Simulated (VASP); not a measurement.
# Ba (Im-3m) in VASP: relaxation of cell and atoms with LDA

Aim: the relaxation of cell and atoms of Ba with LDA.

All numbers are computed with VASP 6.6.1; they aren't measurements. Logs are shortened: lines on timing, memory, paths and dates and some standing lists are left out, and cuts for length are marked.

### Step 1. The cell of the first run

It takes space group Im-3m (No. 229, cubic). The conventional cell has a = 5.025 Å, b = 5.025 Å, c = 5.025 Å, α = 90.00°, β = 90.00°, γ = 90.00°. Within 5.7 Å of Ba (site symmetry m-3m) lie 14 Ba at 4.35 to 5.03 Å.

### Step 2. Relaxation of cell and atoms, LDA

Contents of INCAR:

```
  PREC = Accurate
  ENCUT = 600
  EDIFF = 1E-7
  ISMEAR = 0
  SIGMA = 0.1
  LREAL = F
  LASPH = T
  NELM = 60
  ALGO = Normal
  ISIF = 3
  LWAVE = F
  LCHARG = F
  IBRION = 2
  NSW = 100
  EDIFFG = -0.002
```

Contents of KPOINTS:

```
regular mesh
0
Gamma
  12 12 12
```

Contents of POSCAR:

```
Ba
1.0
   -2.5125000000      2.5125000000      2.5125000000
    2.5125000000     -2.5125000000      2.5125000000
    2.5125000000      2.5125000000     -2.5125000000
Ba
1
Direct
    0.0000000000      0.0000000000      0.0000000000
```

Potentials or basis: VASP PAW LDA potentials, release 64 (Ba_sv).

On the command line:

```bash
$ cat potpaw_LDA.64/Ba_sv/POTCAR > POTCAR
$ mpirun -np 1 vasp_std > vasp.out
```

OUTCAR:

```text
PREC = Accurate
   ENCUT = 600
   EDIFF = 1E-7
   ISMEAR = 0
   LREAL = F
   LASPH = T
   NELM = 60
   ISIF = 3
   IBRION = 2
   NSW = 100
   EDIFFG = -0.002

 ion  position               nearest neighbor table
   1  0.000  0.000  0.000-

  LATTYP: Found a body centered cubic cell.
 ALAT       =     5.0250000000

  Lattice vectors:

 A1 = (  -2.5125000000,   2.5125000000,   2.5125000000)
 A2 = (   2.5125000000,  -2.5125000000,   2.5125000000)
 A3 = (   2.5125000000,   2.5125000000,  -2.5125000000)

Analysis of symmetry for initial positions (statically):
=====================================================================
 Subroutine PRICEL returns:
 Original cell was already a primitive cell.

 Routine SETGRP: Setting up the symmetry group for a
 body centered cubic supercell.

 Subroutine GETGRP returns: Found 48 space group operations
 (whereof 48 operations were pure point group operations)
 out of a pool of 48 trial point group operations.

The static configuration has the point symmetry O_h .

Analysis of symmetry for dynamics (positions and initial velocities):
=====================================================================
 Subroutine PRICEL returns:
 Original cell was already a primitive cell.

 Routine SETGRP: Setting up the symmetry group for a
 body centered cubic supercell.

 Subroutine GETGRP returns: Found 48 space group operations
 (whereof 48 operations were pure point group operations)
 out of a pool of 48 trial point group operations.

The dynamic configuration has the point symmetry O_h .

 Subroutine INISYM returns: Found 48 space group operations
 (whereof 48 operations are pure point group operations),
 and found     1 'primitive' translations

----------------------------------------------------------------------------------------

                                     Primitive cell

  volume of cell :      63.4422

  direct lattice vectors                    reciprocal lattice vectors
    -2.512500000  2.512500000  2.512500000     0.000000000  0.199004975  0.199004975
     2.512500000 -2.512500000  2.512500000     0.199004975  0.000000000  0.199004975
     2.512500000  2.512500000 -2.512500000     0.199004975  0.199004975  0.000000000

  length of vectors
     4.351777654  4.351777654  4.351777654     0.281435535  0.281435535  0.281435535

  position of ions in fractional coordinates (direct lattice)
     0.000000000  0.000000000  0.000000000

  ion indices of the primitive-cell ions
   primitive index   ion index
                 1           1

----------------------------------------------------------------------------------------

 KPOINTS: regular mesh

Automatic generation of k-mesh.
 Grid dimensions read from file:
 generate k-points for:   12   12   12

 Generating k-lattice:

  Cartesian coordinates                     Fractional coordinates (reciprocal lattice)
     0.000000000  0.016583748  0.016583748     0.083333333  0.000000000  0.000000000
     0.016583748  0.000000000  0.016583748     0.000000000  0.083333333  0.000000000
     0.016583748  0.016583748  0.000000000     0.000000000  0.000000000  0.083333333

  Length of vectors
     0.023452961  0.023452961  0.023452961

  Shift w.r.t. Gamma in fractional coordinates (k-lattice)
     0.000000000  0.000000000  0.000000000

 Subroutine IBZKPT returns following result:
 ===========================================

 Found     72 irreducible k-points:

 Following reciprocal coordinates:
            Coordinates               Weight
  0.000000  0.000000  0.000000      1.000000
  0.083333  0.000000  0.000000     12.000000
  0.166667  0.000000  0.000000     12.000000
  0.250000  0.000000  0.000000     12.000000
  0.333333  0.000000  0.000000     12.000000
  0.416667  0.000000  0.000000     12.000000
[... 16 lines left out ...]
  0.333333  0.083333  0.083333     24.000000
  0.416667  0.083333  0.083333     12.000000
 [... further k-points ...]
   k-points           NKPTS =     72   k-points in BZ     NKDIM =     72   number of bands    NBANDS=      9
   number of dos      NEDOS =    301   number of ions     NIONS =      1
   total plane-waves  NPLWV =  46656
   dimension x,y,z NGX =    36 NGY =   36 NGZ =   36
   dimension x,y,z NGXF=    72 NGYF=   72 NGZF=   72
   ions per type =               1
   NGX,Y,Z   is equivalent  to a cutoff of  13.75, 13.75, 13.75 a.u.
   NGXF,Y,Z  is equivalent  to a cutoff of  27.51, 27.51, 27.51 a.u.
 SYSTEM =  unknown system
   PREC   = accura    normal or accurate (medium, high low for compatibility)
   ISTART =      0    job   : 0-new  1-cont  2-samecut
   ICHARG =      2    charge: 1-file 2-atom 10-const
   ISPIN  =      1    spin polarized calculation?
   LNONCOLLINEAR =      F non collinear calculations
   LSORBIT =      F    spin-orbit coupling
   LASPH  =      T    aspherical Exc in radial PAW
   ENCUT  =  600.0 eV  44.10 Ry    6.64 a.u.   8.69  8.69  8.69*2*pi/ulx,y,z
   NELM   =     60;   NELMIN=  2; NELMDL= -5     # of ELM steps
   EDIFF  = 0.1E-06   stopping-criterion for ELM
   LREAL  =      F    real-space projection
   EDIFFG = -.2E-02   stopping-criterion for IOM
   NSW    =    100    number of steps for IOM
   IBRION =      2    ionic relax: 0-MD 1-quasi-New 2-CG
   NFREE  =      1    steps in history (QN), initial steepest desc. (CG)
   ISIF   =      3    stress and relaxation
   ISYM   =      2    0-nonsym 1-usesym 2-fastsym
   POTIM  = 0.5000    time-step for ionic-motion
   TEBEG  =    0.0;   TEEND  =   0.0 temperature during run
   PSTRESS=    0.0 pullay stress
   NELECT =      10.0000    total number of electrons
   NUPDOWN=      -1.0000    fix difference up-down
   EMIN   =  10.00;   EMAX   =-10.00  energy-range for DOS
   EFERMI =   0.00;   METHOD = LEGACY
   ISMEAR =     0;   SIGMA  =   0.10  broadening in eV -4-tet -1-fermi 0-gaus
   EFERMI_NEDOS =   21; number of points for ismear=-14 and -15
   IALGO  =     38    algorithm
   IMIX   =      4    mixing-type and parameters
     AMIX     =   0.40;   BMIX     =  1.00
     AMIX_MAG =   1.60;   BMIX_MAG =  1.00
  volume/ion in A,a.u.               =      63.44       428.13
  Fermi-wavevector in a.u.,A,eV,Ry     =   0.884332  1.671146 10.640347  0.782043
  Thomas-Fermi vector in A             =   2.005218
   LORBIT       =      0    0 simple, 1 ext, 2 COOP (PROOUT), +10 PAW based schemes
   GGA     = CA    functional components
   LHFCALC =     F    Hartree Fock is set to
   AEXX    =    0.0000 exact exchange contribution
   IVDW    =     0    specifies the selected vdW correction
   LEPSILON=     F    determine dielectric tensor
   LRPA    =     F    only Hartree local field effects (RPA)
 conjugate gradient relaxation of ions
 non-spin polarized calculation
 Gauss-broadening in eV      SIGMA  =   0.10
  energy-cutoff  :      600.00
  volume of cell :       63.44
 maximum number of plane-waves:      2154
   NGX = 17   NGY = 17   NGZ = 17

--------------------------------------- Ionic step        1  -------------------------------------------

 number of electron      10.0000001 magnetization

 Free energy of the ion-electron system (eV)
  ---------------------------------------------------
  ext. energy  EPLUGINS =         0.00000000
  ---------------------------------------------------
  free energy    TOTEN  =        -2.21123580 eV

  energy without entropy =       -2.20464408  energy(sigma->0) =       -2.20793994

------------------------ aborting loop because EDIFF is reached ----------------------------------------

  FORCE on cell =-STRESS in cart. coord.  units (eV):
  Direction    XX          YY          ZZ          XY          YZ          ZX
  --------------------------------------------------------------------------------------
  -------------------------------------------------------------------------------------
  Total       -0.5162006     -0.5162006     -0.5162006      0.0000000      0.0000000      0.0000000
  in kB      -13.0361963    -13.0361963    -13.0361963      0.0000000      0.0000000      0.0000000
  external PRESSURE =     -13.0361963 kB  Pullay stress =       0.0000000 kB
[... 86 lines left out ...]
  FREE ENERGIE OF THE ION-ELECTRON SYSTEM (eV)
  ---------------------------------------------------
  free  energy   TOTEN  =        -2.2533823175 eV

  energy  without entropy=       -2.2474520587  energy(sigma->0) =       -2.25041719

[... ionic steps 4 to 13 ...]

--------------------------------------- Ionic step       14  -------------------------------------------

 number of electron      10.0000000 magnetization

------------------------ aborting loop because EDIFF is reached ----------------------------------------

  FORCE on cell =-STRESS in cart. coord.  units (eV):
  Direction    XX          YY          ZZ          XY          YZ          ZX
  --------------------------------------------------------------------------------------
  -------------------------------------------------------------------------------------
  Total       -0.0068976     -0.0068976     -0.0068976     -0.0000000     -0.0000000      0.0000000
  in kB       -0.2038278     -0.2038278     -0.2038278     -0.0000000     -0.0000000      0.0000000
  external PRESSURE =      -0.2038278 kB  Pullay stress =       0.0000000 kB
[... 55 lines left out ...]
  energy  without entropy=       -2.2476376526  energy(sigma->0) =       -2.25056025

--------------------------------------- Ionic step       16  -------------------------------------------

 number of electron      10.0000000 magnetization

 Free energy of the ion-electron system (eV)
  ---------------------------------------------------
  ext. energy  EPLUGINS =         0.00000000
  ---------------------------------------------------
  free energy    TOTEN  =        -2.25348404 eV

  energy without entropy =       -2.24764176  energy(sigma->0) =       -2.25056290

 E-fermi :   1.9518     XC(G=0):  -8.1207

 val. band max:        1.9286676473   @ k =   0.2500   0.2500   0.0833
 cond. band min:       1.9655737647   @ k =  -0.4167  -0.4167   0.1667
 fundamental gap:      0.0369061174
 Fermi energy:         1.9518080774

 k-point     1 :       0.0000    0.0000    0.0000
  band No.  band energies     occupation
      1     -26.6375      2.00000
      2     -11.4833      2.00000
      3     -11.4833      2.00000
      4     -11.4833      2.00000
      5      -0.8533      2.00000
      6       3.8720      0.00000
      7       3.8720      0.00000
      8       3.8720      0.00000
      9       5.5513      0.00000
[... 265 lines left out ...]
 k-point    24 :       0.4167    0.0833    0.0833
  band No.  band energies     occupation
      1     -26.5517      2.00000
      2     -12.1846      2.00000
      3     -11.7569      2.00000
      4     -11.5421      2.00000
      5       1.2653      2.00000
      6       2.4958      0.00000
      7       3.5441      0.00000
      8       5.7042      0.00000
      9       6.2536      0.00000

 [... further k-points ...]

------------------------ aborting loop because EDIFF is reached ----------------------------------------

  FORCE on cell =-STRESS in cart. coord.  units (eV):
  Direction    XX          YY          ZZ          XY          YZ          ZX
  --------------------------------------------------------------------------------------
  -------------------------------------------------------------------------------------
  Total        0.0004764      0.0004764      0.0004764      0.0000000      0.0000000     -0.0000000
  in kB        0.0140819      0.0140819      0.0140819      0.0000000      0.0000000     -0.0000000
  external PRESSURE =       0.0140819 kB  Pullay stress =       0.0000000 kB
[... 16 lines left out ...]
  FREE ENERGIE OF THE ION-ELECTRON SYSTEM (eV)
  ---------------------------------------------------
  free  energy   TOTEN  =        -2.2534840359 eV

  energy  without entropy=       -2.2476417579  energy(sigma->0) =       -2.25056290

 reached required accuracy - stopping structural energy minimisation
```

Run time: 2.1 min. Hardware: 1 thread of AMD EPYC 9R45 (Zen 5), shared host; peak memory 0.18 GiB.

Results:

* Free energy: -2.2535 eV
* Relaxed volume: 54.20 Å³/atom
* Relaxed cell: a = 4.129 Å, b = 4.129 Å, c = 4.129 Å, α = 109.47°, β = 109.47°, γ = 109.47°
* Space group after relaxing (to 0.1 Å): Im-3m (No. 229)
* Energy gained by relaxing: 42.2 meV/atom
* Ionic steps: 16
* Pressure after relaxing: 0.0 GPa
* Band gap on the k mesh: zero (bands 5 and 6 overlap by 1.44 eV)

The path:
| step | energy change (eV) | largest force (eV/Å) | pressure (GPa) | volume (Å³) |
| --- | --- | --- | --- | --- |
| 1 | 0.0000 | 0.0000 | -1.30 | 63.44 |
| 2 | -0.0303 | 0.0000 | -0.77 | 58.82 |
| 3 | -0.0421 | 0.0000 | -0.09 | 54.54 |
| 4 | -0.0422 | 0.0000 | 0.01 | 54.05 |
| 5 | -0.0422 | 0.0000 | -0.02 | 54.23 |
| 6 | -0.0422 | 0.0000 | -0.03 | 54.23 |
| 7 | -0.0422 | 0.0000 | -0.02 | 54.22 |
| 8 | -0.0422 | 0.0000 | -0.02 | 54.22 |
| 9 | -0.0422 | 0.0000 | -0.02 | 54.22 |
| 10 | -0.0422 | 0.0000 | -0.02 | 54.22 |
| 11 | -0.0422 | 0.0000 | -0.02 | 54.22 |
| 12 | -0.0422 | 0.0000 | -0.02 | 54.22 |
| 13 | -0.0422 | 0.0000 | -0.03 | 54.22 |
| 14 | -0.0422 | 0.0000 | -0.02 | 54.22 |
| 15 | -0.0422 | 0.0000 | -0.01 | 54.21 |
| 16 | -0.0422 | 0.0000 | 0.00 | 54.20 |

Final structure:
```
Ba
1.0
    -2.38407    2.38407    2.38407
     2.38407   -2.38407    2.38407
     2.38407    2.38407   -2.38407
Ba
1
Cartesian
  0.0000 0.0000 0.0000
```

Caveat: spin-orbit coupling is left out, which moves the levels of the heavy elements.

The gap in the log of VASP goes by the Fermi energy; the results here count the filled bands.